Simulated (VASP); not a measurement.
A run of VASP 6.6.1 is set up as follows.

The input INCAR:

```
PREC = Accurate
ENCUT = 600
EDIFF = 1E-6
ISMEAR = 0
SIGMA = 0.1
LREAL = F
LASPH = T
NELM = 80
ALGO = Normal
ISIF = 3
LWAVE = F
LCHARG = F
GGA = PE
IBRION = 2
NSW = 100
EDIFFG = -0.01
```

File KPOINTS:

```
regular mesh
0
Gamma
  8 8 8
```

Contents of POSCAR:

```
BeB12
1.0
    4.9264211134      0.0000000000      0.0000000000
    0.0000000000      4.9264211134      0.0000000000
    0.0000000000      0.0000000000      4.9264211134
Be B
1 12
Direct
    0.5000000000      0.5000000000      0.5000000000
    0.2489515257      0.5000000000      0.0000000000
    0.7510484743      0.5000000000      0.0000000000
    0.0000000000      0.2489515257      0.5000000000
    0.0000000000      0.7510484743      0.5000000000
    0.5000000000      0.0000000000      0.2489515257
    0.5000000000      0.0000000000      0.7510484743
    0.5000000000      0.2489515257      0.0000000000
    0.5000000000      0.7510484743      0.0000000000
    0.2489515257      0.0000000000      0.5000000000
    0.7510484743      0.0000000000      0.5000000000
    0.0000000000      0.5000000000      0.7510484743
    0.0000000000      0.5000000000      0.2489515257
```

Potentials or basis: VASP PAW PBE potentials, release 64 (Be, B).

Run with:

```sh
$ cat potpaw_PBE.64/Be/POTCAR potpaw_PBE.64/B/POTCAR > POTCAR
$ mpirun -np 1 vasp_std > vasp.out
```

Question: Predict the band gap on the k mesh.

Answer: Zero (band 19 reaches 4.06 eV, above the bottom of band 20 at 2.28 eV).

Question: Predict the relaxed cell.

Answer: a = 4.920 Å, b = 4.920 Å, c = 4.920 Å, α = 90.00°, β = 90.00°, γ = 90.00°.

Question: What does it give for the space group after relaxing (to 0.05 Å)?

Answer: Pm-3m (No. 221).

Forces in eV/Å, atoms in the order of the input:
```
Be   0.000  0.000  0.000
B   -0.007  0.000  0.000
B    0.007  0.000  0.000
B    0.000 -0.007  0.000
B    0.000  0.007  0.000
B    0.000  0.000 -0.007
B    0.000  0.000  0.007
B    0.000 -0.007  0.000
B    0.000  0.007  0.000
B   -0.007  0.000  0.000
B    0.007  0.000  0.000
B    0.000  0.000  0.007
B    0.000  0.000 -0.007
```
